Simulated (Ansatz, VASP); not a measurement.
**LaTaO in VASP and in Ansatz**

```
La Ta O
1.0
     4.55308    0.00000    0.00000
     0.00000    4.55308    0.00000
     0.00000    0.00000    5.98982
La Ta O
2 2 2
Direct
  0.00000 0.00000 0.00000
  0.50000 0.50000 0.00000
  0.50000 0.00000 0.53403
  0.00000 0.50000 0.46597
  0.50000 0.00000 0.86306
  0.00000 0.50000 0.13694
```

Change from the starting cell: species swapped into the MnAlGe type (P4/nmm, No. 129).

Alike in both runs: functional PBE; k mesh 8 × 8 × 6; occupations gaussian, width 0.1 eV; no spin polarisation.

Ansatz relaxed the structure, and its values are those at the end. VASP's run is a single point on that final structure, the one shown.

|  | VASP | Ansatz |
| --- | --- | --- |
| version | VASP 6.6.1 | Ansatz 0.2.0 |
| potentials or method | VASP PAW PBE potentials, release 64 (La, Ta_sv_GW, O), cutoff 700 eV | scalar-relativistic, plane waves, PAW |
| valence electrons in the cell | 60 | 60 |

```tsv
	VASP	Ansatz	Ansatz less VASP
gap on the k mesh at the Fermi level (eV)	none	none	-
pressure (GPa)	-0.2	0.0	+0.24
rms of the force components (eV/Å)	0.027	0.000	-0.0271
```

A gap of «none» marks a metal or a gap that the smearing closes.

Neither program's run includes spin-orbit coupling.
